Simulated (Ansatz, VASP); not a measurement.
**InP in VASP and in Ansatz**

Contents of INCAR:

```
ALGO = Normal
EDIFF = 1E-6
ENCUT = 520
GGA = PE
ISIF = 2
ISMEAR = 0
LASPH = True
LCHARG = False
LREAL = False
LWAVE = False
NBANDS = 16
NELM = 100
PREC = Accurate
SIGMA = 0.15
```

The input KPOINTS:

```
k-points
0
Gamma
  20 20 20
```

POSCAR

```
InP
1.0
    0.0000000000      2.6844135307      3.0285553453
    2.6844135307      0.0000000000      3.0285553453
    2.6844135307      2.6844135307      0.0000000000
In P
1 1
Direct
    0.0000000000      0.0000000000      0.0000000000
    0.5000000000      0.5000000000      0.5000000000
```

Input for Ansatz:

```yaml
crystal:
  lattice:
    - [0.0, 2.6844135307, 3.0285553453]
    - [2.6844135307, 0.0, 3.0285553453]
    - [2.6844135307, 2.6844135307, 0.0]
  atoms:
    - { symbol: In, position: [0.0, 0.0, 0.0] }
    - { symbol: P, position: [0.5, 0.5, 0.5] }
basis:
  ecutwfc: 420
kpoints:
  mp_grid: { grid: [20, 20, 20] }
hamiltonian:
  xc: pbe
scf:
  occupations: { method: gaussian, width: 0.15 }
output:
  forces: true
  stress: true
  eigenvalues: true
```

Alike in both runs: task single point; functional PBE; k mesh 20 × 20 × 20; occupations gaussian, width 0.15 eV; no spin polarisation.

|  | VASP | Ansatz |
| --- | --- | --- |
| version | VASP 6.6.1 | Ansatz 0.2.0 |
| potentials or method | VASP PAW PBE potentials, release 64 (In_d, P), cutoff 520 eV | scalar-relativistic, plane waves, PAW |
| valence electrons in the cell | 18 | 18 |

```tsv
	VASP	Ansatz	Ansatz less VASP
gap on the k mesh at the Fermi level (eV)	none	none	-
pressure (GPa)	-0.1	0.0	+0.05
traceless stress, the component that is largest in VASP (GPa)	-5.82	-5.84	-0.020
```

A gap of «none» marks a metal or a gap that the smearing closes.
